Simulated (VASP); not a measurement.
# Mg3NiS4 (I4/mmm) in VASP: further runs, part 2 of 2

VASP 6.6.1.

**4. Single point, PBE, collinear spin, ferromagnetic start**

This run uses another cell than the first one, of 19.43 Å³/atom.

The input, INCAR:

```
SYSTEM = Mg3NiS4
ALGO = Normal
EDIFF = 1E-6
ENCUT = 600
GGA = PE
GGA_COMPAT = .FALSE.
ISIF = 2
ISMEAR = 0
ISPIN = 2
LASPH = .TRUE.
LCHARG = .TRUE.
LELF = .TRUE.
LMAXMIX = 4
LORBIT = 11
LREAL = .FALSE.
LVHAR = .TRUE.
LWAVE = .FALSE.
MAGMOM = 0 0 0 2 0 0 0 0
NBANDS = 34
NELM = 200
PREC = Accurate
SIGMA = 0.1
```

The input, KPOINTS:

```
k-points
0
G
  4 4 4
  0 0 0
```

The input, POSCAR:

```
Mg3NiS4
1.0
   -2.6885832500      2.6885832500      5.3771664900
    2.6885832500     -2.6885832500      5.3771664900
    2.6885832500      2.6885832500     -5.3771664900
Mg Ni S
3 1 4
Direct
    0.7500000000      0.2500000000      0.5000000000
    0.2500000000      0.7500000000      0.5000000000
    0.5000000000      0.5000000000      0.0000000000
    0.0000000000      0.0000000000      0.0000000000
    0.5000000000      0.0000000000      0.5000000000
    0.0000000000      0.5000000000      0.5000000000
    0.2500000000      0.2500000000      0.0000000000
    0.7500000000      0.7500000000      0.0000000000
```

Command:

```console
> cat potpaw_PBE.64/Mg/POTCAR potpaw_PBE.64/Ni/POTCAR potpaw_PBE.64/S/POTCAR > POTCAR
> mpirun -np 1 vasp_std > vasp.out
```

Wall time 8.7 min (1 thread of Intel Xeon 8259CL, shared host); peak memory 0.58 GiB.

The run converged. Its results:

```
Free energy                                           : -34.2248 eV
Pressure                                              : -8.6 GPa
Largest force                                         : 0.527 eV/Å
Net moment                                            : 1.19 μB per cell
Site moments                                          : Mg -0.00, +0.01 (each value once); Ni +0.95; S +0.04, +0.03 (each value once) μB
Valence electrons inside the program's atomic spheres : Mg 0.27; Ni 8.73; S 3.71, 3.74 (each value once)
```

Forces on the atoms (eV/Å):
```
Mg   0.000  0.000  0.000
Mg   0.000  0.000  0.000
Mg   0.000  0.000  0.000
Ni   0.000  0.000  0.000
S    0.000  0.000  0.000
S    0.000  0.000  0.000
S    0.000  0.000 -0.527
S    0.000  0.000  0.527
```

Stress tensor (GPa, compression positive):
```
-8.69  0.00  0.00
 0.00 -8.69  0.00
 0.00  0.00 -8.44
```

Levels at points of the mesh, in eV from the Fermi level:
Spin up:
| k point | band 18 | band 19 | band 20 | band 21 | band 22 | band 23 | band 24 | band 25 |
| --- | --- | --- | --- | --- | --- | --- | --- | --- |
| (0.00, 0.00, 0.00) | -1.18 | -0.54 | -0.53 | -0.53 | 1.89 | 2.43 | 4.33 | 4.35 |
| (0.50, 0.00, 0.00) | -1.09 | -0.99 | -0.84 | -0.04 | 4.44 | 4.50 | 4.81 | 4.83 |
| (0.50, 0.50, 0.00) | -0.85 | -0.58 | 0.03 | 0.78 | 4.01 | 4.04 | 5.05 | 5.19 |
| (0.50, 0.50, 0.50) | -1.34 | -1.31 | -0.94 | -0.94 | 1.77 | 2.11 | 4.07 | 4.11 |
Spin down:
```
           k point  band 16  band 17  band 18  band 19  band 20  band 21  band 22  band 23  band 24  band 25
(0.00, 0.00, 0.00)    -0.69    -0.48    -0.48    -0.48    -0.25     0.10     1.98     2.47     4.36     4.48
(0.50, 0.00, 0.00)    -1.03    -0.66    -0.53    -0.36    -0.08     0.96     4.53     4.61     4.87     4.87
(0.50, 0.50, 0.00)    -1.00    -0.53    -0.39    -0.26     1.03     1.55     4.03     4.07     5.12     5.21
(0.50, 0.50, 0.50)    -1.28    -0.75    -0.61    -0.61    -0.25     0.20     1.89     2.11     4.14     4.19
```

Caveat: the cell stands under tension; a cell with one magnetic atom can't hold antiferromagnetic order, which such compounds often take. With open d or f shells a metallic result of PBE can be an artefact of self-interaction; +U or a hybrid may open a gap.

**5. Single point, PBE**

This run uses another cell than the first one, of the same volume but with other edges.

The input, INCAR:

```
  PREC = Accurate
  ENCUT = 600
  EDIFF = 1E-6
  ISMEAR = 0
  SIGMA = 0.1
  LREAL = False
  LASPH = True
  NELM = 120
  ALGO = Normal
  ISIF = 2
  LWAVE = False
  LCHARG = False
  GGA = PE
  NBANDS = 30
  GGA_COMPAT = False
```

The input, KPOINTS:

```
Automatic mesh
0
Gamma
  10 10 10
```

The input, POSCAR:

```
Mg3NiS4
1.0
   -2.5662075938      2.5662075938      5.0734872000
    2.5662075938     -2.5662075938      5.0734872000
    2.5662075938      2.5662075938     -5.0734872000
Mg Ni S
3 1 4
Direct
    0.7500000000      0.2500000000      0.5000000000
    0.2500000000      0.7500000000      0.5000000000
    0.5000000000      0.5000000000      0.0000000000
    0.0000000000      0.0000000000      0.0000000000
    0.5000000000      0.0000000000      0.5000000000
    0.0000000000      0.5000000000      0.5000000000
    0.2304400497      0.2304400497      0.0000000000
    0.7695599503      0.7695599503      0.0000000000
```

Command:

```console
> cat potpaw_PBE.64/Mg/POTCAR potpaw_PBE.64/Ni/POTCAR potpaw_PBE.64/S/POTCAR > POTCAR
> mpirun -np 1 vasp_std > vasp.out
```

It took 16 min on 1 thread of Intel Xeon 8259CL, shared host; peak memory 0.67 GiB.

The run converged. Its results:

* Free energy: -35.0407 eV
* Pressure: -0.2 GPa
* Largest force: 0.032 eV/Å
* Band gap on the k mesh: zero (bands 20 and 21 overlap by 1.74 eV)

Forces on the atoms (eV/Å):
```
Mg   0.000  0.000  0.000
Mg   0.000  0.000  0.000
Mg   0.000  0.000  0.000
Ni   0.000  0.000  0.000
S    0.000  0.000  0.000
S    0.000  0.000  0.000
S    0.000  0.000  0.032
S    0.000  0.000 -0.032
```

Levels at points of the mesh, in eV from the Fermi level:
| k point | band 18 | band 19 | band 20 | band 21 | band 22 | band 23 |
| --- | --- | --- | --- | --- | --- | --- |
| (0.00, 0.00, 0.00) | -1.22 | -1.11 | -1.11 | -1.08 | 1.63 | 2.79 |
| (0.50, 0.00, 0.00) | -1.20 | -1.08 | -0.96 | 0.52 | 4.02 | 4.35 |
| (0.50, 0.50, 0.00) | -1.01 | -0.74 | 0.66 | 1.04 | 3.42 | 3.65 |
| (0.50, 0.50, 0.50) | -1.23 | -1.03 | -1.03 | -0.87 | 1.43 | 1.82 |

Caveat: the run has no spin polarisation, though such a crystal can be magnetic. With open d or f shells a metallic result of PBE can be an artefact of self-interaction; +U or a hybrid may open a gap.

**6. The runs side by side**

```tsv
spin	cell	k mesh	smearing	gap on the mesh (eV)	pressure (GPa)	moment (μB)	largest force (eV/Å)
off	a = 5.132, b = 5.132, c = 6.238 Å, angles 114.3, 114.3, 90.0°, 8 atoms, atomic positions A	6 × 6 × 6	gaussian 0.2 eV	none	-0.2	-	0.03
collinear, ferromagnetic start	a = 6.262 Å, angles 131.6, 131.6, 70.9°, 8 atoms, atomic positions B	4 × 4 × 4	gaussian 0.1 eV	none	-0.3	1.00	0.02
collinear, ferromagnetic start	a = 6.586 Å, angles 131.8, 131.8, 70.5°, 8 atoms, atomic positions C	4 × 4 × 4	gaussian 0.1 eV	none	-8.6	1.19	0.53
off	a = 6.238 Å, angles 131.4, 131.4, 71.2°, 8 atoms, atomic positions A	10 × 10 × 10	gaussian 0.1 eV	none	-0.2	-	0.03
```

Alike in all rows: task single point; level PBE; potentials or basis VASP PAW PBE potentials, release 64 (Mg, Ni, S); cutoff (eV) 600.

Caveats: a cell with one magnetic atom can't hold antiferromagnetic order, which such compounds often take (at least some runs); the cell stands under tension (at least some runs).

Absolute energies hang on the potentials; compare differences alone.
